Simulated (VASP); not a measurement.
## SiC: single point with r2SCAN

SiC:

```xyz
4
Lattice="3.0752 0.0000 0.0000 -1.5376 2.6632 0.0000 0.0000 0.0000 5.0482" Properties=species:S:1:pos:R:3 pbc="T T T"
Si    0.0000    1.7755    0.0232
Si    1.5376    0.8877    2.5473
C     0.0000    1.7755    2.0203
C     1.5376    0.8877    4.4444
```

This cell differs from its parent crystal: atom 3 (C) moved by (+0.000, +0.100) A along [1 1 0] and z.

* Program: VASP 6.6.1
* Task: single point
* Functional: r2SCAN
* Potentials or basis: VASP PAW PBE potentials, release 64 (Si, C)
* Cutoff: 520 eV
* k mesh: 12 × 12 × 6
* Occupations: gaussian, width 0.05 eV
* Spin: no spin polarisation
* Dipole correction: no
* Further INCAR settings: ALGO = Normal; EDIFF = 1e-07; NBANDS = 16

- Pressure: 0.6 GPa
- Largest force: 2.156 eV/Å
- Band gap on the k mesh: 2.68 eV (least direct gap 4.58 eV)

Forces in eV/Å, atoms in the order of the input:
```
Si   0.000  0.000  0.577
Si   0.000  0.000  0.914
C    0.000  0.000 -2.156
C    0.000  0.000  0.665
```

Stress tensor (GPa, compression positive):
```
 1.90  0.00  0.00
 0.00  1.90  0.00
 0.00  0.00 -2.03
```

Levels at points of the mesh, in eV from the valence-band top:
| k point | band 5 | band 6 | band 7 | band 8 | band 9 | band 10 | band 11 | band 12 |
| --- | --- | --- | --- | --- | --- | --- | --- | --- |
| (0.00, 0.00, 0.00) | -1.69 | -0.30 | -0.30 | 0.00 | 5.19 | 6.45 | 7.00 | 7.00 |
| (0.50, 0.00, 0.00) | -5.64 | -3.75 | -3.34 | -1.57 | 3.00 | 4.60 | 7.27 | 7.69 |
| (0.00, 0.00, 0.50) | -1.22 | -1.22 | -0.87 | -0.87 | 6.16 | 6.39 | 7.60 | 7.60 |
| (0.50, 0.00, 0.50) | -3.02 | -2.66 | -2.60 | -2.32 | 3.54 | 3.59 | 5.33 | 5.61 |

Run time: 7.3 min on 1 thread of AMD EPYC 7R43 64-Core Processor (Zen 3), with other jobs on the host, peak memory 0.16 GiB.

Caveat: the cell differs from its parent crystal (atom 3 (C) moved by (+0.000, +0.100) A along [1 1 0] and z); the PAW data sets were made with another functional, which shifts forces and pressure a little. A k mesh can miss the band edges.
